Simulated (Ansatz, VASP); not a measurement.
One calculation of Sb, two programs

Contents of INCAR:

```
SYSTEM = Sb
PREC = Accurate
ENCUT = 520
EDIFF = 1E-7
ISMEAR = 0
SIGMA = 0.15
LREAL = .FALSE.
LASPH = .TRUE.
NELM = 100
ALGO = Normal
ISIF = 2
LWAVE = .FALSE.
LCHARG = .FALSE.
GGA = PS
NBANDS = 12
```

KPOINTS

```
Automatic mesh
0
G
  12 12 6
  0 0 0
```

Contents of POSCAR:

```
Sb
1.0
    3.3225106517      0.0000000000      0.0000000000
   -1.6612553259      2.8773786287      0.0000000000
    0.0000000000      0.0000000000      5.4677413049
Sb
2
Direct
    0.2080909802      0.5883074952      0.2336167208
    0.7919090198      0.4116925048      0.7663832792
```

Input for Ansatz:

```yaml
crystal:
  lattice:
    - [3.3225106517, 0.0, 0.0]
    - [-1.6612553259, 2.8773786287, 0.0]
    - [0.0, 0.0, 5.4677413049]
  atoms:
    - { symbol: Sb, position: [0.2080909802, 0.5883074952, 0.2336167208] }
    - { symbol: Sb, position: [0.7919090198, 0.4116925048, 0.7663832792] }
basis:
  ecutwfc: 420
kpoints:
  mp_grid: { grid: [12, 12, 6] }
hamiltonian:
  xc: pbesol
scf:
  occupations: { method: gaussian, width: 0.15 }
output:
  forces: true
  stress: true
  eigenvalues: true
  write_density: true
  write_potential: true
  elf: true
  volumetric_format: npy
```

Change from the starting cell: atom 1 moved 0.75 Å.

Alike in both runs: task single point; functional PBEsol; k mesh 12 × 12 × 6; occupations gaussian, width 0.15 eV; no spin polarisation.

```csv
,VASP,Ansatz
version,VASP 6.6.1,Ansatz 0.2.0
potentials or method,"VASP PAW PBE potentials, release 64 (Sb), cutoff 520 eV","scalar-relativistic, plane waves, PAW"
valence electrons in the cell,10,30
```

VASP gave:

- gap on the k mesh at the Fermi level (eV): none
- pressure (GPa): 3.4
- traceless stress, the component that is largest in VASP (GPa): 4.84
- rms of the force components (eV/Å): 0.499

What did Ansatz give for the same quantities?

gap on the k mesh at the Fermi level (eV): none; pressure (GPa): 3.3; traceless stress, the component that is largest in VASP (GPa): 4.72; rms of the force components (eV/Å): 0.478.

VASP's potentials were made for PBE, not for PBEsol. Atom by atom the forces differ by 0.022 eV/Å (rms over components). A gap of «none» marks a metal or a gap that the smearing closes. VASP's potentials hold 10 valence electrons a cell and Ansatz's 30, so a difference there can come from the potentials and not from the codes.

Spin-orbit coupling is off throughout.
